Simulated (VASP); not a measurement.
# Al (P6_3/mmc) in VASP: notebook

Al is run at these levels: PBE+D3(BJ); tasks: single point.

Everything below comes from runs of VASP 6.6.1. Logs are shortened: lines on timing, memory, paths and dates and some standing lists are left out, and cuts for length are marked.

## 1. The cell of the first run

Symmetry: P6_3/mmc, No. 194, hexagonal system. Conventional cell: a = 2.696 Å, b = 2.696 Å, c = 7.245 Å, α = 90.00°, β = 90.00°, γ = 120.00°. Within 3.2 Å of Al (site symmetry -3m) lie 12 Al at 2.39 to 2.70 Å. Within 3.2 Å of Al (site symmetry -6m2) lie 12 Al at 2.39 to 2.70 Å.

This isn't the form of Al at room conditions, which is fcc.

## 2. Single point, PBE+D3(BJ)

INCAR reads:

```
SYSTEM = Al
  ALGO = Fast
  EDIFF = 1E-6
  ENCUT = 520
  GGA = PE
  ISIF = 2
  ISMEAR = 0
  IVDW = 12
  LASPH = .True.
  LCHARG = .False.
  LREAL = .False.
  LWAVE = .False.
  NBANDS = 14
  NELM = 60
  PREC = Accurate
  SIGMA = 0.15
```

KPOINTS reads:

```
k-points
0
Gamma
  18 18 4
  0 0 0
```

POSCAR reads:

```
Al
1.0
    2.6962000000      0.0000000000      0.0000000000
   -1.3481000000      2.3349776937      0.0000000000
    0.0000000000      0.0000000000      7.2450000000
Al
4
Direct
    0.0000000000      0.0000000000      0.0000000000
    0.3333333333      0.6666666667      0.2500000000
    0.0000000000      0.0000000000      0.5000000000
    0.6666666667      0.3333333333      0.7500000000
```

Potentials or basis: VASP PAW PBE potentials, release 64 (Al).

On the command line:

```
> cat potpaw_PBE.64/Al/POTCAR > POTCAR
> mpirun -np 1 vasp_std > vasp.out
```

OUTCAR:

```text
SYSTEM = Al
   EDIFF = 1E-6
   ENCUT = 520
   GGA = PE
   ISIF = 2
   ISMEAR = 0
   IVDW = 12
   LASPH = .True.
   LREAL = .False.
   NELM = 60
   PREC = Accurate
 IVDW          = 12

 ion  position               nearest neighbor table
   1  0.000  0.000  0.000-   2 2.39   4 2.39   4 2.39   2 2.39   4 2.39   2 2.39
   2  0.333  0.667  0.250-   1 2.39   3 2.39   1 2.39   3 2.39   1 2.39   3 2.39
   3  0.000  0.000  0.500-   2 2.39   4 2.39   4 2.39   2 2.39   4 2.39   2 2.39
   4  0.667  0.333  0.750-   1 2.39   3 2.39   1 2.39   3 2.39   1 2.39   3 2.39

  LATTYP: Found a hexagonal cell.
 ALAT       =     2.6962000000
 C/A-ratio  =     2.6871151992

  Lattice vectors:

 A1 = (   2.6962000000,   0.0000000000,   0.0000000000)
 A2 = (  -1.3481000000,   2.3349776937,   0.0000000000)
 A3 = (   0.0000000000,   0.0000000000,   7.2450000000)

Analysis of symmetry for initial positions (statically):
=====================================================================
 Subroutine PRICEL returns:
 Original cell was already a primitive cell.

 Routine SETGRP: Setting up the symmetry group for a
 hexagonal supercell.

 Subroutine GETGRP returns: Found 24 space group operations
 (whereof 12 operations were pure point group operations)
 out of a pool of 24 trial point group operations.

The static configuration has the point symmetry D_3d.
 The point group associated with its full space group is D_6h.

Analysis of symmetry for dynamics (positions and initial velocities):
=====================================================================
 Subroutine PRICEL returns:
 Original cell was already a primitive cell.

 Routine SETGRP: Setting up the symmetry group for a
 hexagonal supercell.

 Subroutine GETGRP returns: Found 24 space group operations
 (whereof 12 operations were pure point group operations)
 out of a pool of 24 trial point group operations.

The dynamic configuration has the point symmetry D_3d.
 The point group associated with its full space group is D_6h.

 Subroutine INISYM returns: Found 24 space group operations
 (whereof 12 operations are pure point group operations),
 and found     1 'primitive' translations

----------------------------------------------------------------------------------------

                                     Primitive cell

  volume of cell :      45.6114

  direct lattice vectors                    reciprocal lattice vectors
     2.696200000  0.000000000  0.000000000     0.370892367  0.214134808  0.000000000
    -1.348100000  2.334977694  0.000000000     0.000000000  0.428269616  0.000000000
     0.000000000  0.000000000  7.245000000     0.000000000  0.000000000  0.138026225

  length of vectors
     2.696200000  2.696200000  7.245000000     0.428269616  0.428269616  0.138026225

  position of ions in fractional coordinates (direct lattice)
     0.000000000  0.000000000  0.000000000
     0.333333333  0.666666667  0.250000000
     0.000000000  0.000000000  0.500000000
     0.666666667  0.333333333  0.750000000

  ion indices of the primitive-cell ions
   primitive index   ion index
                 1           1
                 2           2
                 3           3
                 4           4

----------------------------------------------------------------------------------------

 KPOINTS: k-points

Automatic generation of k-mesh.
 Grid dimensions read from file:
 generate k-points for:   18   18    4

 Generating k-lattice:

  Cartesian coordinates                     Fractional coordinates (reciprocal lattice)
     0.020605132  0.011896378  0.000000000     0.055555556  0.000000000  0.000000000
     0.000000000  0.023792756  0.000000000     0.000000000  0.055555556  0.000000000
     0.000000000  0.000000000  0.034506556     0.000000000  0.000000000  0.250000000

  Length of vectors
     0.023792756  0.023792756  0.034506556

  Shift w.r.t. Gamma in fractional coordinates (k-lattice)
     0.000000000  0.000000000  0.000000000

 Subroutine IBZKPT returns following result:
 ===========================================

 Found    111 irreducible k-points:

 Following reciprocal coordinates:
            Coordinates               Weight
  0.000000  0.000000  0.000000      1.000000
  0.055556 -0.000000  0.000000      6.000000
  0.111111 -0.000000  0.000000      6.000000
  0.166667 -0.000000  0.000000      6.000000
  0.222222 -0.000000  0.000000      6.000000
  0.277778 -0.000000  0.000000      6.000000
[... 16 lines left out ...]
  0.333333  0.111111  0.000000     12.000000
  0.388889  0.111111  0.000000     12.000000
 [... further k-points ...]
   k-points           NKPTS =    111   k-points in BZ     NKDIM =    111   number of bands    NBANDS=     14
   number of dos      NEDOS =    301   number of ions     NIONS =      4
   total plane-waves  NPLWV =  21600
   dimension x,y,z NGX =    20 NGY =   20 NGZ =   54
   dimension x,y,z NGXF=    40 NGYF=   40 NGZF=  108
   ions per type =               4
   NGX,Y,Z   is equivalent  to a cutoff of  12.33, 12.33, 12.39 a.u.
   NGXF,Y,Z  is equivalent  to a cutoff of  24.66, 24.66, 24.78 a.u.
 SYSTEM =  Al
   PREC   = accura    normal or accurate (medium, high low for compatibility)
   ISTART =      0    job   : 0-new  1-cont  2-samecut
   ICHARG =      2    charge: 1-file 2-atom 10-const
   ISPIN  =      1    spin polarized calculation?
   LNONCOLLINEAR =      F non collinear calculations
   LSORBIT =      F    spin-orbit coupling
   LASPH  =      T    aspherical Exc in radial PAW
   ENCUT  =  520.0 eV  38.22 Ry    6.18 a.u.   5.01  5.01 13.47*2*pi/ulx,y,z
   NELM   =     60;   NELMIN=  2; NELMDL= -5     # of ELM steps
   EDIFF  = 0.1E-05   stopping-criterion for ELM
   LREAL  =      F    real-space projection
   EDIFFG = 0.1E-04   stopping-criterion for IOM
   NSW    =      0    number of steps for IOM
   IBRION =     -1    ionic relax: 0-MD 1-quasi-New 2-CG
   NFREE  =      0    steps in history (QN), initial steepest desc. (CG)
   ISIF   =      2    stress and relaxation
   ISYM   =      2    0-nonsym 1-usesym 2-fastsym
   POTIM  = 0.5000    time-step for ionic-motion
   TEBEG  =    0.0;   TEEND  =   0.0 temperature during run
   PSTRESS=    0.0 pullay stress
   NELECT =      12.0000    total number of electrons
   NUPDOWN=      -1.0000    fix difference up-down
   EMIN   =  10.00;   EMAX   =-10.00  energy-range for DOS
   EFERMI =   0.00;   METHOD = LEGACY
   ISMEAR =     0;   SIGMA  =   0.15  broadening in eV -4-tet -1-fermi 0-gaus
   EFERMI_NEDOS =   21; number of points for ismear=-14 and -15
   IALGO  =     68    algorithm
   IMIX   =      4    mixing-type and parameters
     AMIX     =   0.40;   BMIX     =  1.00
     AMIX_MAG =   1.60;   BMIX_MAG =  1.00
  volume/ion in A,a.u.               =      11.40        76.95
  Fermi-wavevector in a.u.,A,eV,Ry     =   1.049005  1.982332 14.972003  1.100411
  Thomas-Fermi vector in A             =   2.183950
   LORBIT       =      0    0 simple, 1 ext, 2 COOP (PROOUT), +10 PAW based schemes
   GGA     = PE    functional components
   LHFCALC =     F    Hartree Fock is set to
   AEXX    =    0.0000 exact exchange contribution
   IVDW    =    12    specifies the selected vdW correction
   LEPSILON=     F    determine dielectric tensor
   LRPA    =     F    only Hartree local field effects (RPA)
 non-spin polarized calculation
 RMM-DIIS sequential band-by-band and
 Gauss-broadening in eV      SIGMA  =   0.15
  energy-cutoff  :      520.00
  volume of cell :       45.61
 maximum number of plane-waves:      1260
 NGX is ok and might be reduce to    20
   NGX =  9   NGY =  9   NGZ = 27

 number of electron      12.0000000 magnetization

 Free energy of the ion-electron system (eV)
  ---------------------------------------------------
  ext. energy  EPLUGINS =         0.00000000
  ---------------------------------------------------
  free energy    TOTEN  =       -10.84579716 eV

  energy without entropy =      -10.82772068  energy(sigma->0) =      -10.83675892

 E-fermi :  12.3691     XC(G=0): -11.6075

 val. band max:       12.3641358750   @ k =   0.2778   0.1667   0.2500
 cond. band min:      12.3953763795   @ k =   0.3333   0.1667   0.5000
 fundamental gap:      0.0312405046
 Fermi energy:        12.3691341826

 k-point     1 :       0.0000    0.0000    0.0000
  band No.  band energies     occupation
      1      -1.4868      2.00000
      2       1.2696      2.00000
      3       1.2883      2.00000
      4       8.2763      2.00000
      5      10.2160      2.00000
      6      21.0679      0.00000
      7      21.4048      0.00000
      8      22.5978      0.00000
      9      22.5978      0.00000
     10      22.6332      0.00000
     11      22.6332      0.00000
     12      23.7799      0.00000
     13      23.7982      0.00000
     14      23.9475      0.00000

 k-point     2 :       0.0556   -0.0000    0.0000
  band No.  band energies     occupation
      1      -1.4033      2.00000
      2       1.3505      2.00000
      3       1.3693      2.00000
      4       8.3477      2.00000
      5      10.2852      2.00000
      6      20.3958      0.00000
      7      21.3449      0.00000
      8      21.4667      0.00000
      9      21.4699      0.00000
     10      22.5651      0.00000
     11      22.8138      0.00000
     12      23.3104      0.00000
     13      23.4350      0.00000
     14      23.4738      0.00000
[... 343 lines left out ...]
      1       2.7630      2.00000
      2       5.3606      2.00000
      3       5.3973      2.00000
      4       8.3316      2.00000
      5      10.9551      2.00000
      6      10.9823      2.00000
      7      12.1273      1.97739
      8      13.1334      0.00000
      9      15.2518      0.00000
     10      16.5051      0.00000
     11      17.3360      0.00000
     12      17.5049      0.00000
     13      20.2860      0.00000
     14      22.4905      0.00000

 k-point    24 :       0.3889    0.1111    0.0000
  band No.  band energies     occupation
      1       3.9540      2.00000
      2       6.3998      2.00000
      3       6.5092      2.00000
      4       6.8237      2.00000
      5       9.4985      2.00000
      6       9.5005      2.00000
      7      13.1398      0.00000
      8      13.1582      0.00000
      9      15.4281      0.00000
     10      15.6336      0.00000
     11      16.6378      0.00000
     12      17.5484      0.00000
     13      19.1902      0.00000
     14      22.2634      0.00000

 [... further k-points ...]

------------------------ aborting loop because EDIFF is reached ----------------------------------------

 Edisp (eV)   -1.97499

 E8    (eV) :    -0.8881

  FORCE on cell =-STRESS in cart. coord.  units (eV):
  Direction    XX          YY          ZZ          XY          YZ          ZX
  --------------------------------------------------------------------------------------
  -------------------------------------------------------------------------------------
  Total      13.76593    13.76593    28.45167     0.00000    -0.00000     0.00000
  in kB     483.55159   483.55159   999.41325     0.00000    -0.00000     0.00000
  external pressure =      655.51 kB  Pullay stress =        0.00 kB

 VOLUME and BASIS-vectors are now :
 -----------------------------------------------------------------------------
  energy-cutoff  :      520.00
  volume of cell :       45.61
      direct lattice vectors                 reciprocal lattice vectors
     2.696200000  0.000000000  0.000000000     0.370892367  0.214134808  0.000000000
    -1.348100000  2.334977694  0.000000000     0.000000000  0.428269616  0.000000000
     0.000000000  0.000000000  7.245000000     0.000000000  0.000000000  0.138026225

 POSITION                                       TOTAL-FORCE (eV/Angst)
 -----------------------------------------------------------------------------------
      0.00000      0.00000      0.00000         0.000000     -0.000000      0.000000
     -0.00000      1.55665      1.81125        -0.000000      0.000000     -0.000000
      0.00000      0.00000      3.62250         0.000000     -0.000000      0.000000
      1.34810      0.77833      5.43375         0.000000     -0.000000      0.000000
 -----------------------------------------------------------------------------------
    total drift:                               -0.000000      0.000000     -0.000000

  FREE ENERGIE OF THE ION-ELECTRON SYSTEM (eV)
  ---------------------------------------------------
  free  energy   TOTEN  =       -12.8207887100 eV

  energy  without entropy=      -12.8027122282  energy(sigma->0) =      -12.81175047
```

Run time: 91 s. Hardware: 1 thread of Intel Xeon 8259CL, shared host; peak memory 0.19 GiB.

Results:

```
Free energy                : -12.8208 eV
Pressure                   : 65.6 GPa
Band gap on the k mesh     : zero (bands 6 and 7 overlap by 10.98 eV)
Dispersion energy per atom : -0.494 eV
```

Stress tensor (GPa, compression positive):
```
48.36  0.00  0.00
 0.00 48.36  0.00
 0.00  0.00 99.94
```

Levels at points of the mesh, in eV from the Fermi level:
```tsv
k point	band 3	band 4	band 5	band 6	band 7	band 8	band 9	band 10
(0.00, 0.00, 0.00)	-11.08	-4.09	-2.15	8.70	9.04	10.23	10.23	10.26
(0.50, 0.00, 0.00)	-5.29	-5.24	-4.06	-4.04	1.68	1.89	3.00	4.11
(0.00, 0.00, 0.50)	-7.76	-7.76	2.56	2.56	10.56	10.56	10.56	10.56
(0.50, 0.00, 0.50)	-6.57	-6.57	-1.84	-1.84	-1.06	-1.06	5.36	5.36
```

Caveat: the stress differs along the axes, from 48 to 100 GPa.

[end of part 1 of 2]

The gap in the log of VASP goes by the Fermi energy; the results here count the filled bands.